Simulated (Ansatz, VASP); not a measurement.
**Two plane-wave programs on SbPb**

```xyz
2
Lattice="0.0000 3.1288 2.9661 3.1288 0.0000 2.9661 3.1288 3.1288 0.0000" Properties=species:S:1:pos:R:3 pbc="T T T"
Sb    3.1288    3.1288    2.9661
Pb    0.0000    0.0000    0.0000
```

Alike in both runs: task single point; functional LDA; k mesh 14 × 14 × 14; occupations gaussian, width 0.15 eV; no spin polarisation.

|  | VASP | Ansatz |
| --- | --- | --- |
| version | VASP 6.6.1 | Ansatz 0.2.0 |
| potentials or method | VASP PAW LDA potentials, release 64 (Sb, Pb_d), cutoff 520 eV | scalar-relativistic, plane waves, PAW |
| valence electrons in the cell | 19 | 29 |

|  | VASP | Ansatz | Ansatz less VASP |
| --- | --- | --- | --- |
| gap on the k mesh at the Fermi level (eV) | none | none | - |
| pressure (GPa) | 2.0 | 1.9 | -0.09 |
| traceless stress, the component that is largest in VASP (GPa) | 4.77 | 4.74 | -0.035 |

LDA's correlation is that of Perdew and Zunger in VASP and of Perdew and Wang (1992) in Ansatz. A gap of «none» marks a metal or a gap that the smearing closes. VASP's potentials hold 19 valence electrons a cell and Ansatz's 29, so a difference there can come from the potentials and not from the codes.

Neither program's run includes spin-orbit coupling.
